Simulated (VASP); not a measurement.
# Sn (Pm-3n) in VASP: further runs

Runs on Sn. Level: r2SCAN. Tasks: single point.

All numbers are computed with VASP 6.6.1; they aren't measurements. Logs are shortened: lines on timing, memory, paths and dates and some standing lists are left out, and cuts for length are marked.

## Step 1: The cell of the first run

Symmetry: Pm-3n, No. 223, cubic system. Conventional cell: a = 6.599 Å, b = 6.599 Å, c = 6.599 Å, α = 90.00°, β = 90.00°, γ = 90.00°. Sn (site symmetry m-3) has 12 Sn at 3.69 Å within 4.8 Å. Within 4.3 Å of Sn (site symmetry -4m2) lie 14 Sn at 3.30 to 4.04 Å.

## Step 2: Single point, r2SCAN

The input, POSCAR:

```
Sn
1.0
    6.5994017204      0.0000000000      0.0000000000
    0.0000000000      6.5994017204      0.0000000000
    0.0000000000      0.0000000000      6.5994017204
Sn
8
Direct
    0.5000000000      0.5000000000      0.5000000000
    0.0000000000      0.0000000000      0.0000000000
    0.2500000000      0.0000000000      0.5000000000
    0.5000000000      0.2500000000      0.0000000000
    0.5000000000      0.7500000000      0.0000000000
    0.7500000000      0.0000000000      0.5000000000
    0.0000000000      0.5000000000      0.7500000000
    0.0000000000      0.5000000000      0.2500000000
```

The input, INCAR.step1:

```
  PREC = Accurate
  ENCUT = 520
  ISMEAR = 0
  SIGMA = 0.1
  LREAL = False
  LASPH = True
  NELM = 100
  NBANDS = 66
  GGA = PE
  ALGO = Normal
  EDIFF = 1E-4
  LWAVE = True
  LCHARG = False
```

The input, INCAR.step2:

```
  PREC = Accurate
  ENCUT = 520
  EDIFF = 1E-6
  ISMEAR = 0
  SIGMA = 0.1
  LREAL = False
  LASPH = True
  NELM = 100
  ALGO = Normal
  ISIF = 2
  LWAVE = False
  LCHARG = False
  METAGGA = R2SCAN
  LMIXTAU = True
  NBANDS = 66
  ISTART = 1
```

The input, KPOINTS:

```
regular mesh
0
Gamma
  4 4 4
```

Potentials or basis: VASP PAW PBE potentials, release 64 (Sn_d).

Launch:

```
$ cat potpaw_PBE.64/Sn_d/POTCAR > POTCAR
$ cp INCAR.step1 INCAR
$ mpirun -np 1 vasp_std > vasp.out
$ cp INCAR.step2 INCAR
$ mpirun -np 1 vasp_std > vasp.out
```

OUTCAR:

```text
PREC = Accurate
   ENCUT = 520
   EDIFF = 1E-6
   ISMEAR = 0
   LREAL = False
   LASPH = True
   NELM = 100
   ISIF = 2
   METAGGA = R2SCAN
   ISTART = 1

 ion  position               nearest neighbor table
   1  0.500  0.500  0.500-   3 3.69   4 3.69   5 3.69   6 3.69   7 3.69   8 3.69   4 3.69   5 3.69
                             3 3.69   6 3.69   7 3.69   8 3.69
   2  0.000  0.000  0.000-   3 3.69   4 3.69   5 3.69   6 3.69   7 3.69   8 3.69   3 3.69   6 3.69
                             7 3.69   8 3.69   4 3.69   5 3.69
   3  0.250  0.000  0.500-   6 3.30   6 3.30   1 3.69   2 3.69   1 3.69   2 3.69
   4  0.500  0.250  0.000-   5 3.30   5 3.30   1 3.69   1 3.69   2 3.69   2 3.69
   5  0.500  0.750  0.000-   4 3.30   4 3.30   1 3.69   1 3.69   2 3.69   2 3.69
   6  0.750  0.000  0.500-   3 3.30   3 3.30   1 3.69   2 3.69   1 3.69   2 3.69
   7  0.000  0.500  0.750-   8 3.30   8 3.30   1 3.69   2 3.69   2 3.69   1 3.69
   8  0.000  0.500  0.250-   7 3.30   7 3.30   1 3.69   2 3.69   2 3.69   1 3.69

  LATTYP: Found a simple cubic cell.
 ALAT       =     6.5994017204

  Lattice vectors:

 A1 = (   6.5994017204,   0.0000000000,   0.0000000000)
 A2 = (   0.0000000000,   6.5994017204,   0.0000000000)
 A3 = (   0.0000000000,   0.0000000000,   6.5994017204)

Analysis of symmetry for initial positions (statically):
=====================================================================
 Subroutine PRICEL returns:
 Original cell was already a primitive cell.

 Routine SETGRP: Setting up the symmetry group for a
 simple cubic supercell.

 Subroutine GETGRP returns: Found 48 space group operations
 (whereof 24 operations were pure point group operations)
 out of a pool of 48 trial point group operations.

The static configuration has the point symmetry T_h .
 The point group associated with its full space group is O_h .

Analysis of symmetry for dynamics (positions and initial velocities):
=====================================================================
 Subroutine PRICEL returns:
 Original cell was already a primitive cell.

 Routine SETGRP: Setting up the symmetry group for a
 simple cubic supercell.

 Subroutine GETGRP returns: Found 48 space group operations
 (whereof 24 operations were pure point group operations)
 out of a pool of 48 trial point group operations.

The dynamic configuration has the point symmetry T_h .
 The point group associated with its full space group is O_h .

 Subroutine INISYM returns: Found 48 space group operations
 (whereof 24 operations are pure point group operations),
 and found     1 'primitive' translations

[... 97 lines left out ...]
   ISIF   =      2    stress and relaxation
   ISYM   =      2    0-nonsym 1-usesym 2-fastsym
   POTIM  = 0.5000    time-step for ionic-motion
   TEBEG  =    0.0;   TEEND  =   0.0 temperature during run
   PSTRESS=    0.0 pullay stress
   NELECT =     112.0000    total number of electrons
   NUPDOWN=      -1.0000    fix difference up-down
   EMIN   =  10.00;   EMAX   =-10.00  energy-range for DOS
   EFERMI =   0.00;   METHOD = LEGACY
   ISMEAR =     0;   SIGMA  =   0.10  broadening in eV -4-tet -1-fermi 0-gaus
   EFERMI_NEDOS =   21; number of points for ismear=-14 and -15
   IALGO  =     38    algorithm
   IMIX   =      4    mixing-type and parameters
     AMIX     =   0.40;   BMIX     =  1.00
     AMIX_MAG =   1.60;   BMIX_MAG =  1.00
  volume/ion in A,a.u.               =      35.93       242.45
  Fermi-wavevector in a.u.,A,eV,Ry     =   1.195757  2.259653 19.454084  1.429835
  Thomas-Fermi vector in A             =   2.331714
   LORBIT       =      0    0 simple, 1 ext, 2 COOP (PROOUT), +10 PAW based schemes
   METAGGA = R2SCAN    functional components
   LHFCALC =     F    Hartree Fock is set to
   AEXX    =    0.0000 exact exchange contribution
   IVDW    =     0    specifies the selected vdW correction
   LEPSILON=     F    determine dielectric tensor
   LRPA    =     F    only Hartree local field effects (RPA)
 non-spin polarized calculation
 Gauss-broadening in eV      SIGMA  =   0.10
  energy-cutoff  :      520.00
  volume of cell :      287.42
 maximum number of plane-waves:      7809
 NGX is ok and might be reduce to    50
   NGX = 25   NGY = 25   NGZ = 25

 number of electron     112.0000021 magnetization

 Free energy of the ion-electron system (eV)
  ---------------------------------------------------
  ext. energy  EPLUGINS =         0.00000000
  ---------------------------------------------------
  free energy    TOTEN  =      -193.63662662 eV

  energy without entropy =     -193.59598481  energy(sigma->0) =     -193.61630572

 E-fermi :   5.1733     XC(G=0):  -9.8129

 val. band max:        5.1563048101   @ k =   0.2500   0.0000   0.0000
 cond. band min:       5.2160837269   @ k =   0.5000   0.5000   0.0000
 fundamental gap:      0.0597789167
 Fermi energy:         5.1733082533

 k-point     1 :       0.0000    0.0000    0.0000
  band No.  band energies     occupation
      1     -17.1995      2.00000
      2     -17.1955      2.00000
      3     -17.1955      2.00000
      4     -17.1519      2.00000
      5     -17.1480      2.00000
      6     -17.1480      2.00000
[... 679 lines left out ...]
     65       6.6476      0.00000
     66       6.6476      0.00000

------------------------ aborting loop because EDIFF is reached ----------------------------------------

  FORCE on cell =-STRESS in cart. coord.  units (eV):
  Direction    XX          YY          ZZ          XY          YZ          ZX
  --------------------------------------------------------------------------------------
  -------------------------------------------------------------------------------------
  Total      -11.9811310    -11.9811310    -11.9811310     -0.0000000      0.0000000      0.0000000
  in kB      -66.7874257    -66.7874257    -66.7874257     -0.0000000      0.0000000      0.0000000
  external PRESSURE =     -66.7874257 kB  Pullay stress =       0.0000000 kB

 VOLUME and BASIS-vectors are now :
 -----------------------------------------------------------------------------
  energy-cutoff  :      520.00
  volume of cell :      287.42
      direct lattice vectors                 reciprocal lattice vectors
     6.599401720  0.000000000  0.000000000     0.151528887  0.000000000  0.000000000
     0.000000000  6.599401720  0.000000000     0.000000000  0.151528887  0.000000000
     0.000000000  0.000000000  6.599401720     0.000000000  0.000000000  0.151528887

 POSITION                                       TOTAL-FORCE (eV/Angst)
 -----------------------------------------------------------------------------------
      3.29970      3.29970      3.29970         0.000000     -0.000000      0.000000
      0.00000      0.00000      0.00000         0.000000     -0.000000      0.000000
      1.64985      0.00000      3.29970        -0.000000      0.000000      0.000000
      3.29970      1.64985      0.00000        -0.000000     -0.000000     -0.000000
      3.29970      4.94955      0.00000         0.000000     -0.000000      0.000000
      4.94955      0.00000      3.29970         0.000000     -0.000000     -0.000000
      0.00000      3.29970      4.94955         0.000000     -0.000000      0.000000
      0.00000      3.29970      1.64985        -0.000000      0.000000     -0.000000
 -----------------------------------------------------------------------------------
    total drift:                                0.000000     -0.000000     -0.000000

  FREE ENERGIE OF THE ION-ELECTRON SYSTEM (eV)
  ---------------------------------------------------
  free  energy   TOTEN  =      -193.6366266183 eV

  energy  without entropy=     -193.5959848119  energy(sigma->0) =     -193.61630572
```

OSZICAR.step1:

```text
N       E                     dE             d eps       ncg     rms          rms(c)
DAV:   1     0.126507041922E+04    0.12651E+04   -0.54407E+04  1386   0.243E+03
DAV:   2     0.178792857087E+03   -0.10863E+04   -0.10690E+04  1320   0.680E+02
DAV:   3    -0.142487287660E+02   -0.19304E+03   -0.18631E+03  1466   0.230E+02
DAV:   4    -0.278940826494E+02   -0.13645E+02   -0.13337E+02  1486   0.611E+01
DAV:   5    -0.283627927215E+02   -0.46871E+00   -0.46660E+00  1670   0.119E+01    0.260E+00
DAV:   6    -0.283223089315E+02    0.40484E-01   -0.24563E-01  1794   0.429E+00    0.129E+00
DAV:   7    -0.283100089696E+02    0.12300E-01   -0.14380E-01  1470   0.262E+00    0.323E-01
DAV:   8    -0.283100227509E+02   -0.13781E-04   -0.94279E-03  1604   0.914E-01    0.173E-01
DAV:   9    -0.283101263657E+02   -0.10361E-03   -0.37142E-03  1614   0.510E-01    0.390E-02
DAV:  10    -0.283100988294E+02    0.27536E-04   -0.26915E-04   972   0.169E-01
   1 F= -.28310099E+02 E0= -.28287922E+02  d E =-.443535E-01
```

Wall time 7 min (1 thread of AMD EPYC 9R45 (Zen 5), shared host); peak memory 0.39 GiB.

Results:

- Free energy: -193.6366 eV
- Pressure: -6.7 GPa
- Band gap on the k mesh: zero (band 56 reaches 5.33 eV, above the bottom of band 57 at 4.61 eV)

Levels at points of the mesh, in eV from the Fermi level:
| k point | band 52 | band 53 | band 54 | band 55 | band 56 | band 57 | band 58 | band 59 | band 60 | band 61 |
| --- | --- | --- | --- | --- | --- | --- | --- | --- | --- | --- |
| (0.00, 0.00, 0.00) | -2.53 | -2.53 | -1.15 | -1.15 | -1.15 | -0.57 | -0.03 | -0.03 | -0.03 | 2.05 |
| (0.50, 0.00, 0.00) | -2.33 | -1.53 | -1.53 | -0.49 | -0.49 | 0.29 | 0.29 | 0.76 | 0.76 | 1.63 |
| (0.50, 0.50, 0.00) | -1.83 | -0.61 | -0.44 | 0.04 | 0.04 | 0.28 | 0.28 | 0.94 | 1.25 | 1.71 |
| (0.50, 0.50, 0.50) | -0.37 | -0.37 | -0.37 | 0.06 | 0.06 | 1.47 | 1.47 | 1.47 | 1.47 | 1.47 |

Caveat: the PAW data sets were made with another functional, which shifts forces and pressure a little; spin-orbit coupling is left out, which moves the levels of the heavy elements.

## Step 3: Single point, r2SCAN

This run uses another cell than the first one, of 28.16 Å³/atom, 0.784 times its volume.

POSCAR: that of step 2 with these lines changed.

```diff
@@ -2,5 +2,5 @@
 1.0
-    6.5994017204      0.0000000000      0.0000000000
-    0.0000000000      6.5994017204      0.0000000000
-    0.0000000000      0.0000000000      6.5994017204
+    6.0847079602      0.0000000000      0.0000000000
+    0.0000000000      6.0847079602      0.0000000000
+    0.0000000000      0.0000000000      6.0847079602
 Sn
```

The input, INCAR.step1:

```
SYSTEM = Sn
PREC = Accurate
ENCUT = 520
ISMEAR = 0
SIGMA = 0.1
LREAL = .False.
LASPH = .True.
NELM = 100
NBANDS = 66
GGA = PE
ALGO = Normal
EDIFF = 1E-4
LWAVE = .True.
LCHARG = .False.
```

The input, INCAR.step2:

```
SYSTEM = Sn
PREC = Accurate
ENCUT = 520
EDIFF = 1E-6
ISMEAR = 0
SIGMA = 0.1
LREAL = .False.
LASPH = .True.
NELM = 100
ALGO = Normal
ISIF = 2
LWAVE = .False.
LCHARG = .True.
METAGGA = R2SCAN
LMIXTAU = .True.
LELF = .True.
LVHAR = .True.
NBANDS = 66
ISTART = 1
```

The input, KPOINTS:

```
Automatic mesh
0
Gamma
  4 4 4
  0 0 0
```

Potentials or basis: VASP PAW PBE potentials, release 64 (Sn_d).

Launch:

```
$ cat potpaw_PBE.64/Sn_d/POTCAR > POTCAR
$ cp INCAR.step1 INCAR
$ mpirun -np 1 vasp_std > vasp.out
$ cp INCAR.step2 INCAR
$ mpirun -np 1 vasp_std > vasp.out
```

OUTCAR:

```text
SYSTEM = Sn
   PREC = Accurate
   ENCUT = 520
   EDIFF = 1E-6
   ISMEAR = 0
   LREAL = .False.
   LASPH = .True.
   NELM = 100
   ISIF = 2
   METAGGA = R2SCAN
   ISTART = 1

 ion  position               nearest neighbor table
   1  0.500  0.500  0.500-   3 3.40   4 3.40   5 3.40   6 3.40   7 3.40   8 3.40   4 3.40   5 3.40
                             3 3.40   6 3.40   7 3.40   8 3.40
   2  0.000  0.000  0.000-   3 3.40   4 3.40   5 3.40   6 3.40   7 3.40   8 3.40   3 3.40   6 3.40
                             7 3.40   8 3.40   4 3.40   5 3.40
   3  0.250  0.000  0.500-   6 3.04   6 3.04   1 3.40   2 3.40   1 3.40   2 3.40   8 3.73   5 3.73
                             4 3.73   5 3.73   4 3.73   7 3.73   8 3.73   7 3.73
[... 899 lines left out ...]
  external PRESSURE =      -2.3483540 kB  Pullay stress =       0.0000000 kB

 VOLUME and BASIS-vectors are now :
 -----------------------------------------------------------------------------
  energy-cutoff  :      520.00
  volume of cell :      225.28
      direct lattice vectors                 reciprocal lattice vectors
     6.084707960  0.000000000  0.000000000     0.164346425  0.000000000  0.000000000
     0.000000000  6.084707960  0.000000000     0.000000000  0.164346425  0.000000000
     0.000000000  0.000000000  6.084707960     0.000000000  0.000000000  0.164346425

 POSITION                                       TOTAL-FORCE (eV/Angst)
 -----------------------------------------------------------------------------------
      3.04235      3.04235      3.04235         0.000000      0.000000      0.000000
      0.00000      0.00000      0.00000         0.000000      0.000000      0.000000
      1.52118      0.00000      3.04235         0.000000     -0.000000      0.000000
      3.04235      1.52118      0.00000        -0.000000     -0.000000     -0.000000
      3.04235      4.56353      0.00000         0.000000      0.000000      0.000000
      4.56353      0.00000      3.04235        -0.000000     -0.000000     -0.000000
      0.00000      3.04235      4.56353         0.000000      0.000000      0.000000
      0.00000      3.04235      1.52118        -0.000000      0.000000     -0.000000
 -----------------------------------------------------------------------------------
    total drift:                                0.000000     -0.000000      0.000000

  FREE ENERGIE OF THE ION-ELECTRON SYSTEM (eV)
  ---------------------------------------------------
  free  energy   TOTEN  =      -195.2353801132 eV

  energy  without entropy=     -195.1985722735  energy(sigma->0) =     -195.21697619
```

OSZICAR.step1:

```text
N       E                     dE             d eps       ncg     rms          rms(c)
DAV:   1     0.134456831304E+04    0.13446E+04   -0.53823E+04  1400   0.268E+03
DAV:   2     0.202158152919E+03   -0.11424E+04   -0.11225E+04  1320   0.734E+02
DAV:   3    -0.124624162607E+02   -0.21462E+03   -0.20653E+03  1400   0.244E+02
DAV:   4    -0.290366473869E+02   -0.16574E+02   -0.15890E+02  1504   0.679E+01
DAV:   5    -0.296614813160E+02   -0.62483E+00   -0.61966E+00  1696   0.131E+01    0.386E+00
DAV:   6    -0.296049325474E+02    0.56549E-01   -0.36758E-01  1820   0.380E+00    0.186E+00
DAV:   7    -0.295763290954E+02    0.28603E-01   -0.91233E-02  1510   0.240E+00    0.380E-01
DAV:   8    -0.295757658073E+02    0.56329E-03   -0.10134E-02  1626   0.127E+00    0.132E-01
DAV:   9    -0.295757874679E+02   -0.21661E-04   -0.27215E-03  1530   0.437E-01    0.312E-02
DAV:  10    -0.295757770560E+02    0.10412E-04   -0.73351E-05   830   0.856E-02
   1 F= -.29575777E+02 E0= -.29557102E+02  d E =-.373506E-01
```

Run time: 8.3 min. Hardware: 1 thread of Intel Xeon Platinum 8259CL at 2.50GHz (Skylake/Cascade Lake), shared host; peak memory 0.4 GiB.

What came out:

```
Free energy            : -195.2354 eV
Pressure               : -0.2 GPa
Band gap on the k mesh : zero (band 56 reaches 8.30 eV, above the bottom of band 57 at 6.84 eV)
```

Caveat: the PAW data sets were made with another functional, which shifts forces and pressure a little; spin-orbit coupling is left out, which moves the levels of the heavy elements.
